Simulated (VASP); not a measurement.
Here is a VASP 6.6.1 calculation.

File INCAR:

```
SYSTEM = Ru
  PREC = Accurate
  ENCUT = 520
  EDIFF = 1E-6
  ISMEAR = -1
  SIGMA = 0.08
  LREAL = .FALSE.
  LASPH = .TRUE.
  NELM = 60
  ALGO = Normal
  ISIF = 2
  LWAVE = .FALSE.
  LCHARG = .FALSE.
  LDIPOL = .TRUE.
  IDIPOL = 3
  DIPOL = 0.5 0.5 0.500
  GGA = PE
  NBANDS = 36
```

File KPOINTS:

```
Automatic mesh
0
G
  14 14 1
  0 0 0
```

Contents of POSCAR:

```
Ru
1.0
    2.7207384563      0.0000000000      0.0000000000
   -1.3603692281      2.3562286202      0.0000000000
    0.0000000000      0.0000000000     22.4441000000
Ru
4
Direct
    0.8333333330      0.1666666670      0.3564413774
    0.1666666670      0.8333333330      0.4521471260
    0.8333333330      0.1666666670      0.5478528740
    0.1666666670      0.8333333330      0.6435586226
```

Potentials or basis: VASP PAW PBE potentials, release 64 (Ru_pv).

Command:

```sh
$ cat potpaw_PBE.64/Ru_pv/POTCAR > POTCAR
$ mpirun -np 1 vasp_std > vasp.out
```

Problem. Estimate the band gap on the k mesh.

Solution. Zero (band 28 reaches 3.08 eV, above the bottom of band 29 at 0.77 eV).

Problem. Estimate the largest force.

Solution. 0.705 eV/Å.

Forces on the atoms (eV/Å):
```
Ru   0.000  0.000  0.705
Ru   0.000  0.000 -0.600
Ru   0.000  0.000  0.600
Ru   0.000  0.000 -0.705
```
